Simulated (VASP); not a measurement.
Set up this calculation in VASP 6.6.1, as the native input.

| Quantity | Value |
| --- | --- |
| Task | single point |
| Functional | PBE |
| Potentials or basis | VASP PAW PBE potentials, release 64 (Sn_d, O) |
| Cutoff | 520 eV |
| k mesh | 1 × 1 × 1 |
| Occupations | fermi-dirac, width 0.2585 eV |
| Spin | no spin polarisation |
| Dipole correction | no |
| Further INCAR settings | LREAL = Auto; ALGO = Normal; EDIFF = 1e-07; NBANDS = 122; ISYM = 0 |

The structure of SnO2 lies in POSCAR:

```
SnO2
1.0
    6.7155290000      0.0495070000     -0.2513230000
    0.0495070000      6.9412360000     -0.0896220000
   -0.2513230000     -0.0896220000      7.0388050000
Sn O
8 16
Direct
    0.4762711647      0.7216815232      0.5868707031
    0.2007713282      0.1706460450      0.7820965480
    0.6873735281      0.1728190427      0.8165691712
    0.4716402814      0.6969408075      0.0715908850
    0.9364626697     -0.0864422931      0.3341266701
    0.4640231519      0.1471094046      0.3096727256
    0.0246357744      0.3859751428      0.2112450055
   -0.0293427388      0.7073274826      0.8520376113
    0.6185807015      0.9792544724      0.6068986571
    0.5140094514      0.3999373602      0.5175812632
    0.5449414879     -0.1859743621      0.3308504690
    0.3475047873     -0.0316292485      0.0410372598
    0.9473932424      0.7253486931     -0.4513171039
    1.1619829868      0.7615193886      0.5231872372
    0.0385833610      0.6538241473      0.1734602555
    0.7934050824      0.1704630589      0.2898777826
    0.6558044595     -0.3435409238      0.8578728803
    0.9625675937      1.0793892705      0.6631462870
    0.5659947698      0.3333032042      1.0063031727
    0.1619706239      0.1195441416      0.3647405672
   -0.0744608993     -0.0198192866      0.0293267137
    0.2573382205      0.6915575116      0.8447584186
   -0.0612805297      0.3459129747      0.8897790472
    0.3198986198      0.3795117847      0.1345437878
```

The input as run:

INCAR

```
PREC = Accurate ; ENCUT = 520
EDIFF = 1E-7 ; ISMEAR = -1
SIGMA = 0.2585 ; LREAL = Auto
LASPH = T ; NELM = 100
ALGO = Normal ; ISIF = 2
LWAVE = F ; LCHARG = F
GGA = PE ; ISYM = 0
NBANDS = 122
```

KPOINTS

```
Automatic mesh
0
Gamma
  1 1 1
```

Potentials or basis: VASP PAW PBE potentials, release 64 (Sn_d, O).

The run is started by

```bash
$ cat potpaw_PBE.64/Sn_d/POTCAR potpaw_PBE.64/O/POTCAR > POTCAR
$ mpirun -np 1 vasp_gam > vasp.out
```

Results of the run:

```json
{
  "Pressure": "2.6 GPa",
  "Largest force": "4.795 eV/Å",
  "Band gap on the k mesh": "0.38 eV"
}
```

Caveat: the k points lie up to 0.94 Å⁻¹ apart; spin-orbit coupling is left out, which moves the levels of the heavy elements.

It took 3 min on 1 thread of Intel(R) Xeon(R) Platinum 8259CL CPU @ 2.50GHz (Skylake/Cascade Lake) (shared host), peak memory 0.33 GiB.
